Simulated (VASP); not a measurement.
# BC5 (P6/mmm) in VASP: density of states with PBE

Aim: the density of states of BC5 with PBE.

Everything below comes from runs of VASP 6.6.1. Logs are shortened: lines on timing, memory, paths and dates and some standing lists are left out, and cuts for length are marked.

### Step 1. The cell of the first run

The structure is hexagonal, space group P6/mmm (No. 191). Conventional cell: a = 3.045 Å, b = 3.045 Å, c = 8.332 Å, α = 90.00°, β = 90.00°, γ = 120.00°. Within 2.3 Å of B (site symmetry 6/mmm) lie 6 C at 1.76 Å. C (site symmetry mmm) has 4 C at 1.52 Å within 2.0 Å. C (site symmetry -6m2) has 3 B at 1.76 Å and 3 C at 1.76 Å within 2.3 Å.

### Step 2. Density of states, PBE

File POSCAR:

```
BC5
1.0
    3.0450084998      0.0000000000      0.0000000000
   -1.5225042499      2.6370547156      0.0000000000
    0.0000000000      0.0000000000      8.3317003990
B C
1 5
Direct
    0.0000000000      0.0000000000      0.0000000000
    0.5000000000      0.0000000000      0.5000000000
    0.5000000000      0.5000000000      0.5000000000
    0.0000000000      0.5000000000      0.5000000000
    0.3333333333      0.6666666667      0.0000000000
    0.6666666667      0.3333333333      0.0000000000
```

File INCAR.step1:

```
SYSTEM = BC5
PREC = Accurate
ENCUT = 520
EDIFF = 1E-6
ISMEAR = 0
SIGMA = 0.1
LREAL = .False.
LASPH = .True.
NELM = 80
ALGO = Normal
ISIF = 2
LWAVE = .False.
LCHARG = .True.
GGA = PE
NBANDS = 20
```

File KPOINTS.step1:

```
Automatic mesh
0
Gamma
  12 12 6
  0 0 0
```

File INCAR.step2:

```
SYSTEM = BC5
PREC = Accurate
ENCUT = 520
EDIFF = 1E-6
ISMEAR = -5
SIGMA = 0.1
LREAL = .False.
LASPH = .True.
NELM = 80
ALGO = Normal
ISIF = 2
LWAVE = .False.
LCHARG = .False.
GGA = PE
LORBIT = 10
NBANDS = 20
NEDOS = 2001
ICHARG = 11
```

File KPOINTS.step2:

```
Automatic mesh
0
Gamma
  18 18 9
  0 0 0
```

Potentials or basis: VASP PAW PBE potentials, release 64 (B, C).

Launch:

```sh
cat potpaw_PBE.64/B/POTCAR potpaw_PBE.64/C/POTCAR > POTCAR
cp INCAR.step1 INCAR
cp KPOINTS.step1 KPOINTS
mpirun -np 1 vasp_std > vasp.out
cp INCAR.step2 INCAR
cp KPOINTS.step2 KPOINTS
mpirun -np 1 vasp_std > vasp.out
```

OUTCAR:

```text
SYSTEM = BC5
   PREC = Accurate
   ENCUT = 520
   EDIFF = 1E-6
   ISMEAR = -5
   LREAL = .False.
   LASPH = .True.
   NELM = 80
   ISIF = 2
   GGA = PE
   LORBIT = 10
   ICHARG = 11

 ion  position               nearest neighbor table
   1  0.000  0.000  0.000-   5 1.76   6 1.76   6 1.76   5 1.76   6 1.76   5 1.76
   2  0.500  0.000  0.500-   3 1.52   4 1.52   3 1.52   4 1.52
   3  0.500  0.500  0.500-   4 1.52   4 1.52   2 1.52   2 1.52
   4  0.000  0.500  0.500-   3 1.52   3 1.52   2 1.52   2 1.52
   5  0.333  0.667  0.000-   1 1.76   6 1.76   6 1.76   1 1.76   1 1.76   6 1.76
   6  0.667  0.333  0.000-   5 1.76   1 1.76   5 1.76   1 1.76   1 1.76   5 1.76

  LATTYP: Found a hexagonal cell.
 ALAT       =     3.0450084998
 C/A-ratio  =     2.7361829695

  Lattice vectors:

 A1 = (   3.0450084998,   0.0000000000,   0.0000000000)
 A2 = (  -1.5225042499,   2.6370547156,   0.0000000000)
 A3 = (   0.0000000000,   0.0000000000,   8.3317003990)

Analysis of symmetry for initial positions (statically):
=====================================================================
 Subroutine PRICEL returns:
 Original cell was already a primitive cell.

 Routine SETGRP: Setting up the symmetry group for a
 hexagonal supercell.

 Subroutine GETGRP returns: Found 24 space group operations
 (whereof 24 operations were pure point group operations)
 out of a pool of 24 trial point group operations.

The static configuration has the point symmetry D_6h.

Analysis of symmetry for dynamics (positions and initial velocities):
=====================================================================
 Subroutine PRICEL returns:
 Original cell was already a primitive cell.

 Routine SETGRP: Setting up the symmetry group for a
 hexagonal supercell.

 Subroutine GETGRP returns: Found 24 space group operations
 (whereof 24 operations were pure point group operations)
 out of a pool of 24 trial point group operations.

The dynamic configuration has the point symmetry D_6h.

 Subroutine INISYM returns: Found 24 space group operations
 (whereof 24 operations are pure point group operations),
 and found     1 'primitive' translations

----------------------------------------------------------------------------------------

                                     Primitive cell

  volume of cell :      66.9023

  direct lattice vectors                    reciprocal lattice vectors
     3.045008500  0.000000000  0.000000000     0.328406308  0.189605470  0.000000000
    -1.522504250  2.637054716  0.000000000     0.000000000  0.379210941  0.000000000
     0.000000000  0.000000000  8.331700399     0.000000000  0.000000000  0.120023519

  length of vectors
     3.045008500  3.045008500  8.331700399     0.379210941  0.379210941  0.120023519

  position of ions in fractional coordinates (direct lattice)
     0.000000000  0.000000000  0.000000000
     0.500000000  0.000000000  0.500000000
     0.500000000  0.500000000  0.500000000
     0.000000000  0.500000000  0.500000000
     0.333333333  0.666666667  0.000000000
     0.666666667  0.333333333  0.000000000

  ion indices of the primitive-cell ions
   primitive index   ion index
                 1           1
                 2           2
                 3           3
                 4           4
                 5           5
                 6           6

----------------------------------------------------------------------------------------

 KPOINTS: Automatic mesh

Automatic generation of k-mesh.
 Grid dimensions read from file:
 generate k-points for:   18   18    9

 Generating k-lattice:

  Cartesian coordinates                     Fractional coordinates (reciprocal lattice)
     0.018244795  0.010533637  0.000000000     0.055555556  0.000000000  0.000000000
     0.000000000  0.021067274  0.000000000     0.000000000  0.055555556  0.000000000
     0.000000000  0.000000000  0.013335947     0.000000000  0.000000000  0.111111111

  Length of vectors
     0.021067274  0.021067274  0.013335947

  Shift w.r.t. Gamma in fractional coordinates (k-lattice)
     0.000000000  0.000000000  0.000000000

 TETIRR: Found   2805 inequivalent tetrahedra from    17496

 Subroutine IBZKPT returns following result:
 ===========================================

 Found    185 irreducible k-points:

 Following reciprocal coordinates:
            Coordinates               Weight
  0.000000  0.000000  0.000000      1.000000
  0.055556 -0.000000  0.000000      6.000000
  0.111111 -0.000000  0.000000      6.000000
  0.166667 -0.000000  0.000000      6.000000
  0.222222 -0.000000  0.000000      6.000000
  0.277778 -0.000000  0.000000      6.000000
[... 16 lines left out ...]
  0.333333  0.111111  0.000000     12.000000
  0.388889  0.111111  0.000000     12.000000
 [... further k-points ...]
   k-points           NKPTS =    185   k-points in BZ     NKDIM =    185   number of bands    NBANDS=     20
   number of dos      NEDOS =   2001   number of ions     NIONS =      6
   total plane-waves  NPLWV =  36864
   dimension x,y,z NGX =    24 NGY =   24 NGZ =   64
   dimension x,y,z NGXF=    48 NGYF=   48 NGZF=  128
   ions per type =               1   5
   NGX,Y,Z   is equivalent  to a cutoff of  13.10, 13.10, 12.77 a.u.
   NGXF,Y,Z  is equivalent  to a cutoff of  26.21, 26.21, 25.54 a.u.
 SYSTEM =  BC5
   PREC   = accura    normal or accurate (medium, high low for compatibility)
   ISTART =      0    job   : 0-new  1-cont  2-samecut
   ICHARG =     11    charge: 1-file 2-atom 10-const
   ISPIN  =      1    spin polarized calculation?
   LNONCOLLINEAR =      F non collinear calculations
   LSORBIT =      F    spin-orbit coupling
   LASPH  =      T    aspherical Exc in radial PAW
   ENCUT  =  520.0 eV  38.22 Ry    6.18 a.u.   5.66  5.66 15.49*2*pi/ulx,y,z
   NELM   =     80;   NELMIN=  2; NELMDL=  0     # of ELM steps
   EDIFF  = 0.1E-05   stopping-criterion for ELM
   LREAL  =      F    real-space projection
   EDIFFG = 0.1E-04   stopping-criterion for IOM
   NSW    =      0    number of steps for IOM
   IBRION =     -1    ionic relax: 0-MD 1-quasi-New 2-CG
   NFREE  =      0    steps in history (QN), initial steepest desc. (CG)
   ISIF   =      2    stress and relaxation
   ISYM   =      2    0-nonsym 1-usesym 2-fastsym
   POTIM  = 0.5000    time-step for ionic-motion
   TEBEG  =    0.0;   TEEND  =   0.0 temperature during run
   PSTRESS=    0.0 pullay stress
   NELECT =      23.0000    total number of electrons
   NUPDOWN=      -1.0000    fix difference up-down
   EMIN   =  10.00;   EMAX   =-10.00  energy-range for DOS
   EFERMI =   0.00;   METHOD = LEGACY
   ISMEAR =    -5;   SIGMA  =   0.10  broadening in eV -4-tet -1-fermi 0-gaus
   EFERMI_NEDOS =   21; number of points for ismear=-14 and -15
   IALGO  =     38    algorithm
   IMIX   =      4    mixing-type and parameters
     AMIX     =   0.40;   BMIX     =  1.00
     AMIX_MAG =   1.60;   BMIX_MAG =  1.00
  volume/ion in A,a.u.               =      11.15        75.25
  Fermi-wavevector in a.u.,A,eV,Ry     =   1.146842  2.167218 17.895023  1.315247
  Thomas-Fermi vector in A             =   2.283525
   LORBIT       =     10    0 simple, 1 ext, 2 COOP (PROOUT), +10 PAW based schemes
   GGA     = PE    functional components
   LHFCALC =     F    Hartree Fock is set to
   AEXX    =    0.0000 exact exchange contribution
   IVDW    =     0    specifies the selected vdW correction
   LEPSILON=     F    determine dielectric tensor
   LRPA    =     F    only Hartree local field effects (RPA)
 non-spin polarized calculation
 Fermi weights with tetrahedron method with Bloechl corrections
  energy-cutoff  :      520.00
  volume of cell :       66.90
 maximum number of plane-waves:      1831
 NGX is ok and might be reduce to    24

 number of electron      22.9999995 magnetization

 Free energy of the ion-electron system (eV)
  ---------------------------------------------------
  ext. energy  EPLUGINS =         0.00000000
  ---------------------------------------------------
  free energy    TOTEN  =       -36.73909668 eV

  energy without entropy =      -36.73909668  energy(sigma->0) =      -36.73909668

 E-fermi :   3.6315     XC(G=0):  -9.0022

 val. band max:        3.6606960662   @ k =   0.2222   0.2222   0.4444
 cond. band min:       3.6322665414   @ k =   0.1667   0.1111   0.0000
 fundamental gap:     -0.0284295248
 Fermi energy:         3.6314636364

 k-point     1 :       0.0000    0.0000    0.0000
  band No.  band energies     occupation
      1     -17.8991      2.00000
      2     -15.3166      2.00000
      3     -10.1645      2.00000
      4      -5.4292      2.00000
      5      -3.7183      2.00000
      6      -2.9205      2.00000
[... 12 lines left out ...]
     19       9.3500      0.00000
     20       9.5452      0.00000

 k-point     2 :       0.0556   -0.0000    0.0000
  band No.  band energies     occupation
      1     -17.8562      2.00000
      2     -15.2688      2.00000
      3     -10.2288      2.00000
      4      -5.3732      2.00000
      5      -3.6582      2.00000
      6      -3.1205      2.00000
[... 12 lines left out ...]
     19       9.4665      0.00000
     20       9.5519      0.00000
[... 465 lines left out ...]
      3     -12.9098      2.00000
      4      -9.2516      2.00000
      5      -7.0355      2.00000
      6      -6.2662      2.00000
[... 12 lines left out ...]
     19      11.1947      0.00000
     20      12.9378      0.00000

 k-point    24 :       0.3889    0.1111    0.0000
  band No.  band energies     occupation
      1     -15.4036      2.00000
      2     -13.4444      2.00000
      3     -12.3113      2.00000
      4     -10.1036      2.00000
      5      -7.2575      2.00000
      6      -6.4397      2.00000
[... 12 lines left out ...]
     19      12.0065      0.00000
     20      12.5896      0.00000

 [... further k-points ...]
[... 5 lines left out ...]
  --------------------------------------------------------------------------------------
  -------------------------------------------------------------------------------------
  Total        0.4199222      0.4199222     -0.1551779     -0.0000000     -0.0000000      0.0000000
  in kB       10.0562974     10.0562974     -3.7162017     -0.0000000     -0.0000000      0.0000000
  external PRESSURE =       5.4654644 kB  Pullay stress =       0.0000000 kB

 VOLUME and BASIS-vectors are now :
 -----------------------------------------------------------------------------
  energy-cutoff  :      520.00
  volume of cell :       66.90
      direct lattice vectors                 reciprocal lattice vectors
     3.045008500  0.000000000  0.000000000     0.328406308  0.189605470  0.000000000
    -1.522504250  2.637054716  0.000000000     0.000000000  0.379210941  0.000000000
     0.000000000  0.000000000  8.331700399     0.000000000  0.000000000  0.120023519

 POSITION                                       TOTAL-FORCE (eV/Angst)
 -----------------------------------------------------------------------------------
      0.00000      0.00000      0.00000         0.000000      0.000000      0.000000
      1.52250      0.00000      4.16585         0.000000      0.000000      0.000000
      0.76125      1.31853      4.16585         0.000000      0.000000      0.000000
     -0.76125      1.31853      4.16585        -0.000000      0.000000      0.000000
     -0.00000      1.75804      0.00000         0.000000     -0.000000      0.000000
      1.52250      0.87902      0.00000        -0.000000     -0.000000     -0.000000
 -----------------------------------------------------------------------------------
    total drift:                                0.000000     -0.000000      0.000000

  FREE ENERGIE OF THE ION-ELECTRON SYSTEM (eV)
  ---------------------------------------------------
  free  energy   TOTEN  =       -36.7390966754 eV

  energy  without entropy=      -36.7390966754  energy(sigma->0) =      -36.73909668

 total charge

# of ion       s       p       d       tot
------------------------------------------
    1        0.663   1.122   0.000   1.785
    2        0.850   1.647   0.000   2.497
    3        0.850   1.647   0.000   2.497
    4        0.850   1.647   0.000   2.497
    5        0.890   1.365   0.000   2.254
    6        0.890   1.365   0.000   2.254
--------------------------------------------------
tot          4.992   8.792   0.000  13.784
```

It took 5.1 min on 1 thread of AMD EPYC 7R43 (Zen 3), shared host; peak memory 0.28 GiB.

What came out:

| Item | Value |
| --- | --- |
| Valence electrons inside the program's atomic spheres | B 1.78; C 2.50, 2.25 |

Caveat: this functional lacks dispersion, which binds the layers, so the pressure and a relaxed spacing across them are unreliable; tetrahedron occupations give inexact forces and stress in metals.
